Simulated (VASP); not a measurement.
A run of VASP 6.6.1:

The input INCAR:

```
PREC = Accurate
ENCUT = 520
EDIFF = 1E-7
ISMEAR = 0
SIGMA = 0.02
LREAL = F
LASPH = T
NELM = 100
ALGO = Normal
ISIF = 2
LWAVE = F
LCHARG = T
GGA = PE
IVDW = 12
LELF = T
LVHAR = T
NBANDS = 35
```

KPOINTS

```
Automatic mesh
0
Gamma
  12 12 2
```

File POSCAR:

```
MoS2
1.0
    3.1491581748      0.0000000000      0.0000000000
   -1.5745790874      2.7272509799      0.0000000000
    0.0000000000      0.0000000000     12.0914294444
Mo S
2 4
Direct
    0.3333333333      0.6666666667      0.2500000000
    0.6666666667      0.3333333333      0.7500000000
    0.3333333333      0.6666666667      0.6205064502
    0.6666666667      0.3333333333      0.1205064502
    0.3333333333      0.6666666667      0.8794935498
    0.6666666667      0.3333333333      0.3794935498
```

Potentials or basis: VASP PAW PBE potentials, release 64 (Mo_sv, S).

Launch:

```console
$ cat potpaw_PBE.64/Mo_sv/POTCAR potpaw_PBE.64/S/POTCAR > POTCAR
$ mpirun -np 1 vasp_std > vasp.out
```

Hardware: 1 thread of AMD EPYC 9R45 96-Core Processor (Zen 5), on a shared host.

Estimate the wall time of this run.

It took 60 s on 1 thread of AMD EPYC 9R45 96-Core Processor (Zen 5) (shared host), peak memory 0.25 GiB. Counts: scf iterations 16, k points 38.
